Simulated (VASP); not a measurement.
A run of VASP 6.6.1:

The input INCAR:

```
SYSTEM = LiCl
ALGO = Normal
EDIFF = 1E-6
ENCUT = 520
GGA = CA
ISIF = 2
ISMEAR = -1
LASPH = .TRUE.
LCHARG = .FALSE.
LREAL = .FALSE.
LWAVE = .FALSE.
NBANDS = 12
NELM = 80
PREC = Accurate
SIGMA = 0.02
```

Contents of KPOINTS:

```
k-points
0
G
  8 8 8
  0 0 0
```

The input POSCAR:

```
LiCl
1.0
    0.0000000000      2.4824993418      2.4824993418
    2.4824993418      0.0000000000      2.4824993418
    2.4824993418      2.4824993418      0.0000000000
Li Cl
1 1
Direct
    0.0000000000      0.0000000000      0.0000000000
    0.5000000000      0.5000000000      0.5000000000
```

Potentials or basis: VASP PAW LDA potentials, release 64 (Li_sv, Cl).

Command:

```sh
$ cat potpaw_LDA.64/Li_sv/POTCAR potpaw_LDA.64/Cl/POTCAR > POTCAR
$ mpirun -np 1 vasp_std > vasp.out
```

Hardware: 1 thread of AMD EPYC 9R45 96-Core Processor (Zen 5), with other jobs on the host.

Task: Estimate the wall time of this run.

Result: Wall time 5 s on 1 thread of AMD EPYC 9R45 96-Core Processor (Zen 5) (shared host), peak memory 0.1 GiB. Counts: scf iterations 11, k points 29.
